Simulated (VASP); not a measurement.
Runs of VASP 6.6.1 on ZnPb2N2. The structure is that of space group P-3m1 (No. 164), or close to it. The cells are those of the table. 

```csv
cell,gap on the mesh (eV),pressure (GPa),largest force (eV/Å)
"a = 3.614, b = 3.614, c = 9.574 Å, angles 90.0, 90.0, 120.0°, 5 atoms",(b),-3.1,0.79
"a = 3.559, b = 3.559, c = 9.875 Å, angles 90.0, 90.0, 120.0°, 5 atoms",0.92,-3.8,1.25
"a = 3.457, b = 3.457, c = 10.465 Å, angles 90.0, 90.0, 120.0°, 5 atoms",0.89,-4.3,1.53
"a = 3.724, b = 3.724, c = 9.018 Å, angles 90.0, 90.0, 120.0°, 5 atoms",0.61,-0.7,0.86
"a = 3.777, b = 3.777, c = 8.766 Å, angles 90.0, 90.0, 120.0°, 5 atoms",(a),0.9,2.06
```

Alike in all rows: task single point; level PBE+D3(BJ); potentials or basis VASP PAW PBE potentials, release 64 (Zn, Pb_d, N); no spin polarisation; k mesh 9 × 9 × 4; cutoff (eV) 520; smearing gaussian 0.05 eV.

Question: Estimate the missing entries.

Answer: (a) 0.49; (b) 0.83.

Caveats: spin-orbit coupling is left out, which moves the levels of the heavy elements; an odd mesh through Γ misses points on the zone boundary, where band edges can lie; the cell stands under tension (at least some runs); forces of over 1 eV/Å act on the atoms, so gaps and moduli don't describe the material at rest (at least some runs).

A k mesh can miss the band edges, and the runs leave out spin-orbit coupling on Pb.
